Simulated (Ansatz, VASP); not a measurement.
## Al in VASP and in Ansatz

The input INCAR:

```
SYSTEM = Al
PREC = Accurate ; ENCUT = 500
EDIFF = 1E-6 ; ISMEAR = 1
SIGMA = 0.28 ; LREAL = .FALSE.
LASPH = .TRUE. ; NELM = 120
ALGO = Normal ; ISIF = 2
LWAVE = .FALSE. ; LCHARG = .FALSE.
GGA = PE ; NBANDS = 10
GGA_COMPAT = .FALSE.
```

Contents of KPOINTS:

```
Automatic mesh
0
G
  9 9 6
  0 0 0
```

POSCAR

```
Al
1.0
    2.9803547233      0.0000000000      0.0000000000
   -1.4901773616      2.5810629027      0.0000000000
    0.0000000000      0.0000000000      5.1573936551
Al
2
Direct
    0.6666666667      0.3333333333      0.7500000000
    0.3333333333      0.6666666667      0.2500000000
```

Input for Ansatz:

```yaml
crystal:
  lattice:
    - [2.9803547233, 0.0, 0.0]
    - [-1.4901773616, 2.5810629027, 0.0]
    - [0.0, 0.0, 5.1573936551]
  atoms:
    - { symbol: Al, position: [0.6666666667, 0.3333333333, 0.75] }
    - { symbol: Al, position: [0.3333333333, 0.6666666667, 0.25] }
basis:
  ecutwfc: 420
  ecutrho_ratio: 12
kpoints:
  mp_grid: { grid: [9, 9, 6] }
hamiltonian:
  xc: pbe
scf:
  occupations: { method: cold, width: 0.28 }
output:
  forces: true
  stress: true
  eigenvalues: true
```

Alike in both runs: task single point; functional PBE; k mesh 9 × 9 × 6; no spin polarisation.

```csv
,VASP,Ansatz
version,VASP 6.6.1,Ansatz 0.2.0
potentials or method,"VASP PAW PBE potentials, release 64 (Al), cutoff 500 eV","scalar-relativistic, plane waves, PAW"
occupations,"methfessel-paxton of order 1, width 0.28 eV","cold, width 0.28 eV"
valence electrons in the cell,6,6
```

```csv
,VASP,Ansatz,Ansatz less VASP
gap on the k mesh at the Fermi level (eV),none,none,-
pressure (GPa),-8.8,-8.7,+0.07
"traceless stress, the component that is largest in VASP (GPa)",0.35,0.26,-0.096
```

A gap of «none» marks a metal or a gap that the smearing closes.
